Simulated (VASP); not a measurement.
In3Se: relaxation of cell and atoms with PBE+D3(BJ)

The system is In3Se.

```xyz
4
Lattice="4.8038 0.0000 0.0000 0.0000 4.8038 0.0000 0.0000 0.0000 4.8038" Properties=species:S:1:pos:R:3 pbc="T T T"
In    0.0000    2.4019    2.4019
In    2.4019    0.0000    2.4019
In    2.4019    2.4019    0.0000
Se    0.0000    0.0000    0.0000
```

```json
{"Program": "VASP 6.6.1", "Task": "relaxation of cell and atoms", "Functional": "PBE", "Dispersion": "D3(BJ)", "Potentials or basis": "VASP PAW PBE potentials, release 64 (In_d, Se)", "Cutoff": "600 eV", "k mesh": "10 × 10 × 10", "Occupations": "gaussian, width 0.1 eV", "Spin": "no spin polarisation", "Dipole correction": "no", "Further INCAR settings": "ALGO = Normal; EDIFF = 1e-07; IBRION = 2; EDIFFG = -0.005; NSW = 100; ISIF = 3"}
```

The relaxed volume is 26.03 Å³/atom. The relaxed cell is a = 4.704 Å, b = 4.704 Å, c = 4.704 Å, α = 90.00°, β = 90.00°, γ = 90.00°. The space group after relaxing (to 0.1 Å) is Pm-3m (No. 221). The energy gained by relaxing is 12.1 meV/atom. The ionic steps are 3 and the pressure after relaxing is 0.0 GPa. The band gap on the k mesh is zero (an odd number of electrons rules out a gap without spin polarisation). The dispersion energy per atom is -0.339 eV.

The path:
```csv
step,energy change (eV),largest force (eV/Å),pressure (GPa),volume (Å³)
1,0.0000,0.0000,-2.14,110.85
2,-0.0474,0.0000,-0.35,105.02
3,-0.0484,0.0000,-0.02,104.10
```

Final structure:
```xyz
4
Lattice="4.7042 0.0000 0.0000 0.0000 4.7042 0.0000 0.0000 0.0000 4.7042" Properties=species:S:1:pos:R:3 pbc="T T T"
In    0.0000    2.3521    2.3521
In    2.3521    0.0000    2.3521
In    2.3521    2.3521    0.0000
Se    0.0000    0.0000    0.0000
```

Levels at points of the mesh, in eV from the Fermi level:
```csv
k point,band 19,band 20,band 21,band 22,band 23,band 24,band 25,band 26
"(0.00, 0.00, 0.00)",-3.49,-3.49,-2.08,-2.08,1.20,1.20,1.20,4.38
"(0.50, 0.00, 0.00)",-2.61,-2.61,-1.44,-1.07,-0.15,-0.15,1.35,3.97
"(0.50, 0.50, 0.00)",-5.88,-2.07,-0.90,-0.59,-0.59,1.56,1.80,1.80
"(0.50, 0.50, 0.50)",-4.45,-4.35,-4.35,-4.35,-3.40,3.23,3.23,3.23
```

Wall time 8.1 min on 1 thread of Intel(R) Xeon(R) 6975P-C (Granite Rapids), with other jobs on the host, peak memory 0.38 GiB.

Caveat: spin-orbit coupling is left out, which moves the levels of the heavy elements.
